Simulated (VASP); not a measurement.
# HfN (Fm-3m) in VASP: a series of runs, part 2 of 2

VASP 6.6.1.

## (7) Relaxation of cell and atoms, PBE

This run uses another cell than the first one, of 11.48 Å³/atom, 0.977 times its volume.

File INCAR:

```
  PREC = Accurate
  ENCUT = 600
  EDIFF = 1E-6
  ISMEAR = 0
  SIGMA = 0.1
  LREAL = False
  LASPH = True
  NELM = 60
  ALGO = Normal
  ISIF = 3
  LWAVE = False
  LCHARG = False
  GGA = PE
  IBRION = 2
  NSW = 100
  EDIFFG = -0.005
```

File KPOINTS:

```
regular mesh
0
Gamma
  16 16 16
```

File POSCAR:

```
HfN
1.0
    0.0000000000      2.2560000000      2.2560000000
    2.2560000000      0.0000000000      2.2560000000
    2.2560000000      2.2560000000      0.0000000000
Hf N
1 1
Direct
    0.0000000000      0.0000000000      0.0000000000
    0.5000000000      0.5000000000      0.5000000000
```

Potentials or basis: VASP PAW PBE potentials, release 64 (Hf_pv, N).

Started as:

```sh
$ cat potpaw_PBE.64/Hf_pv/POTCAR potpaw_PBE.64/N/POTCAR > POTCAR
$ mpirun -np 1 vasp_std > vasp.out
```

OUTCAR:

```text
PREC = Accurate
   ENCUT = 600
   EDIFF = 1E-6
   ISMEAR = 0
   LREAL = False
   LASPH = True
   NELM = 60
   ISIF = 3
   GGA = PE
   IBRION = 2
   NSW = 100
   EDIFFG = -0.005

 ion  position               nearest neighbor table
   1  0.000  0.000  0.000-   2 2.26   2 2.26   2 2.26   2 2.26   2 2.26   2 2.26
   2  0.500  0.500  0.500-   1 2.26   1 2.26   1 2.26   1 2.26   1 2.26   1 2.26

  LATTYP: Found a face centered cubic cell.
 ALAT       =     4.5120000000

  Lattice vectors:

 A1 = (   0.0000000000,   2.2560000000,   2.2560000000)
 A2 = (   2.2560000000,   0.0000000000,   2.2560000000)
 A3 = (   2.2560000000,   2.2560000000,   0.0000000000)

Analysis of symmetry for initial positions (statically):
=====================================================================
 Subroutine PRICEL returns:
 Original cell was already a primitive cell.

 Routine SETGRP: Setting up the symmetry group for a
 face centered cubic supercell.

 Subroutine GETGRP returns: Found 48 space group operations
 (whereof 48 operations were pure point group operations)
 out of a pool of 48 trial point group operations.

[... 171 lines left out ...]
  -------------------------------------------------------------------------------------
  Total        0.5806693      0.5806693      0.5806693      0.0000000      0.0000000     -0.0000000
  in kB       40.5127929     40.5127929     40.5127929      0.0000000      0.0000000     -0.0000000
  external PRESSURE =      40.5127929 kB  Pullay stress =       0.0000000 kB
[... 59 lines left out ...]
--------------------------------------- Ionic step        3  -------------------------------------------

 number of electron      15.0000001 magnetization

 Free energy of the ion-electron system (eV)
  ---------------------------------------------------
  ext. energy  EPLUGINS =         0.00000000
  ---------------------------------------------------
  free energy    TOTEN  =       -21.76161477 eV

  energy without entropy =      -21.75866730  energy(sigma->0) =      -21.76014103

 E-fermi :   8.2912     XC(G=0): -12.6767

 val. band max:        8.2907731290   @ k =  -0.1250   0.0625   0.0000
 cond. band min:       8.2949819949   @ k =   0.3750   0.1250   0.0000
 fundamental gap:      0.0042088659
 Fermi energy:         8.2911878261

 k-point     1 :       0.0000    0.0000    0.0000
  band No.  band energies     occupation
      1     -22.9050      2.00000
      2     -22.9050      2.00000
      3     -22.9050      2.00000
      4      -9.1572      2.00000
      5       5.2753      2.00000
      6       5.2753      2.00000
      7       5.2753      2.00000
      8       7.9494      2.00000
      9       7.9494      2.00000
     10       7.9494      2.00000
     11       9.9859      0.00000
[... 309 lines left out ...]
 k-point    24 :      -0.0625    0.0625    0.0000
  band No.  band energies     occupation
      1     -22.9969      2.00000
      2     -22.9281      2.00000
      3     -22.9069      2.00000
      4      -8.9274      2.00000
      5       4.2638      2.00000
      6       4.6234      2.00000
      7       4.9309      2.00000
      8       8.1095      1.98983
      9       8.1215      1.98358
     10       8.5524      0.00022
     11      10.2850      0.00000

 [... further k-points ...]
[... 5 lines left out ...]
  --------------------------------------------------------------------------------------
  -------------------------------------------------------------------------------------
  Total       -0.0032553     -0.0032553     -0.0032553      0.0000000     -0.0000000      0.0000000
  in kB       -0.2238196     -0.2238196     -0.2238196      0.0000000     -0.0000000      0.0000000
  external PRESSURE =      -0.2238196 kB  Pullay stress =       0.0000000 kB
[... 17 lines left out ...]
  FREE ENERGIE OF THE ION-ELECTRON SYSTEM (eV)
  ---------------------------------------------------
  free  energy   TOTEN  =       -21.7616147663 eV

  energy  without entropy=      -21.7586673020  energy(sigma->0) =      -21.76014103

 reached required accuracy - stopping structural energy minimisation
```

Wall time 68 s (1 thread of AMD EPYC 9R45 (Zen 5), shared host); peak memory 0.17 GiB.

What came out:

```yaml
Free_energy: -21.7616 eV
Relaxed_volume: 11.65 Å³/atom
Relaxed_cell: a = 3.206 Å, b = 3.206 Å, c = 3.206 Å, α = 60.00°, β = 60.00°, γ = 60.00°
Space_group_after_relaxing_to_0.05_Å: Fm-3m (No. 225)
Energy_gained_by_relaxing: 2.1 meV/atom
Ionic_steps: 3
Pressure_after_relaxing: 0.0 GPa
```

The path:
```
step  energy change (eV)  largest force (eV/Å)  pressure (GPa)  volume (Å³)
   1              0.0000                0.0000            4.05        22.96
   2              0.0101                0.0000           -6.93        23.94
   3             -0.0042                0.0000           -0.02        23.30
```

Final structure:
```cif
data_structure
_symmetry_space_group_name_H-M 'P 1'
_symmetry_Int_Tables_number 1
_cell_length_a 3.2061
_cell_length_b 3.2061
_cell_length_c 3.2061
_cell_angle_alpha 60.000
_cell_angle_beta 60.000
_cell_angle_gamma 60.000
_cell_volume 23.30
loop_
_atom_site_label
_atom_site_type_symbol
_atom_site_fract_x
_atom_site_fract_y
_atom_site_fract_z
_atom_site_occupancy
Hf1 Hf 0.00000 0.00000 0.00000 1
N1 N 0.50000 0.50000 0.50000 1
```

Caveat: spin-orbit coupling is left out, which moves the levels of the heavy elements. Zero-point motion and thermal expansion aren't in these numbers.

## (8) Summary

```csv
task,cell,cutoff (eV),gap on the mesh (eV),pressure (GPa)
single point,"a = 3.216 Å, angles 60.0°, 2 atoms",520,none,-2.3
single point,"a = 3.248 Å, angles 60.0°, 2 atoms",520,none,-9.5
single point,"a = 3.279 Å, angles 60.0°, 2 atoms",520,none,-15.7
single point,"a = 3.320 Å, angles 60.0°, 2 atoms",520,none,-22.4
relaxation of cell and atoms,"relaxed from a = 3.190 Å, angles 60.0°, 2 atoms",600,none,0.0
```

Alike in all rows: level PBE; potentials or basis VASP PAW PBE potentials, release 64 (Hf_pv, N); no spin polarisation; k mesh 16 × 16 × 16; smearing gaussian 0.1 eV.

Caveats: spin-orbit coupling is left out, which moves the levels of the heavy elements.

Absolute energies hang on the potentials; compare differences alone.
